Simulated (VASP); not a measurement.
# Ni (P6_3/mmc) in VASP: notebook, part 2 of 2

VASP 6.6.1.

**3. Single point, PBEsol, collinear spin, antiferromagnetic start**

Input file INCAR:

```
ALGO = Fast
EDIFF = 1E-6
ENCUT = 520
GGA = PS
ISIF = 2
ISMEAR = -1
ISPIN = 2
LASPH = True
LCHARG = False
LMAXMIX = 4
LORBIT = 11
LREAL = False
LWAVE = False
MAGMOM = 1 -1
NBANDS = 21
NELM = 150
PREC = Accurate
SIGMA = 0.05
```

Input file KPOINTS:

```
k-points
0
Gamma
  12 12 7
```

Input file POSCAR:

```
Ni
1.0
    2.4480228978      0.0000000000      0.0000000000
   -1.2240114489      2.1200500186      0.0000000000
    0.0000000000      0.0000000000      4.0728075700
Ni
2
Direct
    0.6666666667      0.3333333333      0.7500000000
    0.3333333333      0.6666666667      0.2500000000
```

Potentials or basis: VASP PAW PBE potentials, release 64 (Ni).

On the command line:

```
$ cat potpaw_PBE.64/Ni/POTCAR > POTCAR
$ mpirun -np 1 vasp_std > vasp.out
```

OUTCAR:

```text
EDIFF = 1E-6
   ENCUT = 520
   GGA = PS
   ISIF = 2
   ISMEAR = -1
   ISPIN = 2
   LASPH = True
   LORBIT = 11
   LREAL = False
   NELM = 150
   PREC = Accurate

 ion  position               nearest neighbor table
   1  0.667  0.333  0.750-   2 2.48   2 2.48   2 2.48   2 2.48   2 2.48   2 2.48
   2  0.333  0.667  0.250-   1 2.48   1 2.48   1 2.48   1 2.48   1 2.48   1 2.48

  LATTYP: Found a hexagonal cell.
 ALAT       =     2.4480228978
 C/A-ratio  =     1.6637130207

  Lattice vectors:

[... 1372 lines left out ...]
  external PRESSURE =     -41.8722712 kB  Pullay stress =       0.0000000 kB

 VOLUME and BASIS-vectors are now :
 -----------------------------------------------------------------------------
  energy-cutoff  :      520.00
  volume of cell :       21.14
      direct lattice vectors                 reciprocal lattice vectors
     2.448022898  0.000000000  0.000000000     0.408492911  0.235843492  0.000000000
    -1.224011449  2.120050019  0.000000000     0.000000000  0.471686984  0.000000000
     0.000000000  0.000000000  4.072807570     0.000000000  0.000000000  0.245530873

 POSITION                                       TOTAL-FORCE (eV/Angst)
 -----------------------------------------------------------------------------------
      1.22401      0.70668      3.05461        -0.000000      0.000000      0.000000
     -0.00000      1.41337      1.01820         0.000000     -0.000000      0.000000
 -----------------------------------------------------------------------------------
    total drift:                               -0.000000      0.000000     -0.000000

  FREE ENERGIE OF THE ION-ELECTRON SYSTEM (eV)
  ---------------------------------------------------
  free  energy   TOTEN  =       -12.1392995981 eV

  energy  without entropy=      -12.0811049114  energy(sigma->0) =      -12.11020225

 total charge

# of ion       s       p       d       tot
------------------------------------------
    1        0.509   0.524   8.337   9.370
    2        0.509   0.524   8.337   9.370
--------------------------------------------------
tot          1.017   1.048  16.674  18.739

 magnetization (x)

# of ion       s       p       d       tot
------------------------------------------
    1       -0.001  -0.000   0.190   0.189
    2        0.001   0.000  -0.190  -0.189
--------------------------------------------------
tot          0.000   0.000   0.000   0.000
```

Run time: 30 s. Hardware: 1 thread of AMD EPYC 9R45 (Zen 5), shared host; peak memory 0.14 GiB.

What came out:

```
Free energy                                           : -12.1393 eV
Pressure                                              : -4.2 GPa
Band gap on the k mesh                                : zero (filled and empty bands overlap)
Net moment                                            : 0.00 μB per cell
Site moments                                          : Ni +0.19, -0.19 μB
Valence electrons inside the program's atomic spheres : Ni 9.37
```

Caveat: the PAW data sets were made with another functional, which shifts forces and pressure a little.

**4. Single point, PBEsol, collinear spin, ferromagnetic start**

Input file INCAR:

```
SYSTEM = Ni
  ALGO = Normal
  EDIFF = 1E-6
  ENCUT = 520
  GGA = PS
  ISIF = 2
  ISMEAR = -1
  ISPIN = 2
  LASPH = .True.
  LCHARG = .False.
  LMAXMIX = 4
  LORBIT = 11
  LREAL = .False.
  LWAVE = .False.
  MAGMOM = 2.5 2.5
  NBANDS = 21
  NELM = 150
  PREC = Accurate
  SIGMA = 0.05
```

Input file KPOINTS:

```
k-points
0
Gamma
  12 12 7
  0 0 0
```

POSCAR is that of step 3.

On the command line:

```
$ cat potpaw_PBE.64/Ni/POTCAR > POTCAR
$ mpirun -np 1 vasp_std > vasp.out
```

Run time: 56 s. Hardware: 1 thread of Intel Xeon 6975P-C, shared host; peak memory 0.17 GiB.

The run converged. Its results:

* Free energy: -12.2262 eV
* Pressure: -3.2 GPa
* Net moment: 1.27 μB per cell
* Site moments: Ni +0.64 μB
* Valence electrons inside the program's atomic spheres: Ni 9.37

Stress tensor (GPa, compression positive):
```
-1.86  0.00  0.00
 0.00 -1.86  0.00
 0.00  0.00 -5.75
```

Levels at points of the mesh, in eV from the Fermi level:
Spin up:
```
           k point  band 7  band 8  band 9  band 10  band 11  band 12  band 13  band 14  band 15  band 16
(0.00, 0.00, 0.00)   -2.16   -1.65   -1.65    -0.71    -0.71    -0.61     5.56    23.04    25.24    25.24
(0.50, 0.00, 0.00)   -2.14   -0.59   -0.55    -0.47     1.20     3.15     9.37     9.92    12.50    13.49
```
Spin down:
```tsv
k point	band 8	band 9	band 10	band 11	band 12	band 13
(0.00, 0.00, 0.00)	-0.98	-0.98	-0.64	-0.01	-0.01	5.99
(0.50, 0.00, 0.00)	0.17	0.19	0.31	1.68	3.54	9.51
```

Caveat: the PAW data sets were made with another functional, which shifts forces and pressure a little.

**5. Single point, PBEsol, non-collinear spin, typed start**

Input file INCAR:

```
SYSTEM = Ni
ALGO = Fast
EDIFF = 1E-6
ENCUT = 520
GGA = PS
ISIF = 2
ISMEAR = -1
LASPH = .TRUE.
LCHARG = .TRUE.
LMAXMIX = 4
LNONCOLLINEAR = .TRUE.
LORBIT = 11
LREAL = .FALSE.
LVHAR = .TRUE.
LWAVE = .FALSE.
MAGMOM = 0.192 -0.415 0.692 -0.32 0.202 -0.038
NBANDS = 32
NELM = 150
PREC = Accurate
SIGMA = 0.05
```

Input file KPOINTS:

```
k-points
0
G
  9 9 5
  0 0 0
```

POSCAR is that of step 4.

On the command line:

```
$ cat potpaw_PBE.64/Ni/POTCAR > POTCAR
$ mpirun -np 1 vasp_ncl > vasp.out
```

Wall time 18 min (1 thread of Intel Xeon 6975P-C, shared host); peak memory 0.46 GiB.

It converged, with:

- Free energy: -12.2296 eV
- Pressure: -3.6 GPa
- Band gap on the k mesh: zero (band 20 reaches 9.86 eV, above the bottom of band 21 at 8.95 eV)
- Net moment: 1.08 μB per cell
- Valence electrons inside the program's atomic spheres: Ni 9.37

Stress tensor (GPa, compression positive):
```
-2.97  0.00  0.00
 0.00 -2.97  0.00
 0.00  0.00 -4.86
```

Levels at points of the mesh, in eV from the Fermi level:
```csv
k point,band 16,band 17,band 18,band 19,band 20,band 21,band 22,band 23
"(0.00, 0.00, 0.00)",-1.50,-0.98,-0.98,-0.64,-0.64,-0.63,-0.59,-0.01
```

Moments on the atoms (μB; x, y, z):
```
Ni  -0.14 -0.14  0.51
Ni  -0.14 -0.14  0.51
```

Caveat: the PAW data sets were made with another functional, which shifts forces and pressure a little.

**6. Single point, PBEsol+D3(BJ), collinear spin, ferromagnetic start**

This run uses another cell than the first one, of 10.12 Å³/atom, 0.958 times its volume.

Input file INCAR:

```
PREC     = Accurate       # precision mode
ENCUT    = 520            # plane-wave cutoff, eV
EDIFF    = 1E-6           # SCF threshold, eV
ISMEAR   = -1             # smearing method
SIGMA    = 0.05           # smearing width, eV
LREAL    = F              # projectors in reciprocal space
LASPH    = T              # aspherical terms in the spheres
NELM     = 150            # most SCF steps
ALGO     = Normal         # electronic algorithm
ISIF     = 2              # what is computed and relaxed
LWAVE    = F              # write WAVECAR
LCHARG   = F              # write CHGCAR
ISPIN    = 2              # spin polarisation
MAGMOM   = 1 1            # initial moments
LORBIT   = 11             # projections on sites
LMAXMIX  = 4              # l up to which the mixer works
GGA      = PS             # functional
IVDW     = 12             # dispersion correction
NBANDS   = 21             # bands
```

Input file KPOINTS:

```
Automatic mesh
0
Gamma
  12 12 7
```

Input file POSCAR:

```
Ni
1.0
    2.4257108959      0.0000000000      0.0000000000
   -1.2128554480      2.1007272581      0.0000000000
    0.0000000000      0.0000000000      3.9719622972
Ni
2
Direct
    0.6666666667      0.3333333333      0.7500000000
    0.3333333333      0.6666666667      0.2500000000
```

Potentials or basis: VASP PAW PBE potentials, release 64 (Ni).

On the command line:

```
$ cat potpaw_PBE.64/Ni/POTCAR > POTCAR
$ mpirun -np 1 vasp_std > vasp.out
```

Wall time 28 s (1 thread of Intel Xeon 6975P-C (Granite Rapids), shared host); peak memory 0.17 GiB.

The run converged. Its results:

```yaml
Free_energy: -13.1166 eV
Pressure: -0.2 GPa
Net_moment: 1.24 μB per cell
Site_moments: Ni +0.62 μB
Valence_electrons_inside_the_program's_atomic_spheres: Ni 9.45
Dispersion_energy_per_atom: -0.449 eV
```

Levels at points of the mesh, in eV from the Fermi level:
Spin up:
| k point | band 8 | band 9 | band 10 | band 11 | band 12 | band 13 | band 14 | band 15 |
| --- | --- | --- | --- | --- | --- | --- | --- | --- |
| (0.00, 0.00, 0.00) | -1.78 | -1.78 | -0.72 | -0.72 | -0.54 | 6.12 | 23.18 | 25.65 |
| (0.50, 0.00, 0.00) | -0.60 | -0.52 | -0.46 | 1.24 | 3.26 | 9.74 | 10.39 | 12.94 |
Spin down:
| k point | band 7 | band 8 | band 9 | band 10 | band 11 | band 12 | band 13 | band 14 |
| --- | --- | --- | --- | --- | --- | --- | --- | --- |
| (0.00, 0.00, 0.00) | -1.55 | -1.12 | -1.12 | -0.56 | -0.02 | -0.02 | 6.53 | 23.09 |
| (0.50, 0.00, 0.00) | -1.55 | 0.15 | 0.20 | 0.29 | 1.72 | 3.65 | 9.89 | 10.53 |

Caveat: the PAW data sets were made with another functional, which shifts forces and pressure a little; pairwise dispersion overbinds metals, which lowers pressure and volume.

**7. Overview**

| level | spin | cell | k mesh | gap on the mesh (eV) | pressure (GPa) | moment (μB) |
| --- | --- | --- | --- | --- | --- | --- |
| PBEsol | off | a = 2.448, b = 2.448, c = 4.073 Å, angles 90.0, 90.0, 120.0°, 2 atoms | 12 × 12 × 7 | none | -4.0 | - |
| PBEsol | collinear, antiferromagnetic start | a = 2.448, b = 2.448, c = 4.073 Å, angles 90.0, 90.0, 120.0°, 2 atoms | 12 × 12 × 7 | none | -4.2 | 0.00 |
| PBEsol | collinear, ferromagnetic start | a = 2.448, b = 2.448, c = 4.073 Å, angles 90.0, 90.0, 120.0°, 2 atoms | 12 × 12 × 7 | none | -3.2 | 1.27 |
| PBEsol | non-collinear, typed start | a = 2.448, b = 2.448, c = 4.073 Å, angles 90.0, 90.0, 120.0°, 2 atoms | 9 × 9 × 5 | none | -3.6 | 1.08 |
| PBEsol+D3(BJ) | collinear, ferromagnetic start | a = 2.426, b = 2.426, c = 3.972 Å, angles 90.0, 90.0, 120.0°, 2 atoms | 12 × 12 × 7 | none | -0.2 | 1.24 |

Alike in all rows: task single point; potentials or basis VASP PAW PBE potentials, release 64 (Ni); cutoff (eV) 520; smearing fermi-dirac 0.05 eV.

Every run on the cell as given and a fine mesh finds a metal.

Caveats: the PAW data sets were made with another functional, which shifts forces and pressure a little; pairwise dispersion overbinds metals, which lowers pressure and volume (some runs).

Total energies depend on the potentials used, so only differences within one code and one set of settings carry meaning.
